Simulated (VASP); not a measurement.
Input of a VASP 6.6.1 run:

The input INCAR:

```
SYSTEM = Ba
PREC = Accurate
ENCUT = 520
EDIFF = 1E-6
ISMEAR = -1
SIGMA = 0.1
LREAL = .False.
LASPH = .True.
NELM = 60
ALGO = Normal
ISIF = 2
LWAVE = .False.
LCHARG = .False.
GGA = PS
NBANDS = 17
```

The input KPOINTS:

```
regular mesh
0
Gamma
  6 6 6
  0 0 0
```

Contents of POSCAR:

```
Ba
1.0
    0.0000000000      3.7059091011      3.7059091011
    3.7059091011      0.0000000000      3.7059091011
    3.7059091011      3.7059091011      0.0000000000
Ba
2
Direct
    0.1250000000      0.1250000000      0.1250000000
    0.8750000000      0.8750000000      0.8750000000
```

Potentials or basis: VASP PAW PBE potentials, release 64 (Ba_sv).

Run with:

```console
$ cat potpaw_PBE.64/Ba_sv/POTCAR > POTCAR
$ mpirun -np 1 vasp_std > vasp.out
```

(1) Estimate the pressure.

(2) Estimate the band gap on the k mesh.

Answers

(1) 0.7 GPa.

(2) zero (band 10 reaches 2.06 eV, above the bottom of band 11 at 1.92 eV).

Caveat: the PAW data sets were made with another functional, which shifts forces and pressure a little; spin-orbit coupling is left out, which moves the levels of the heavy elements.
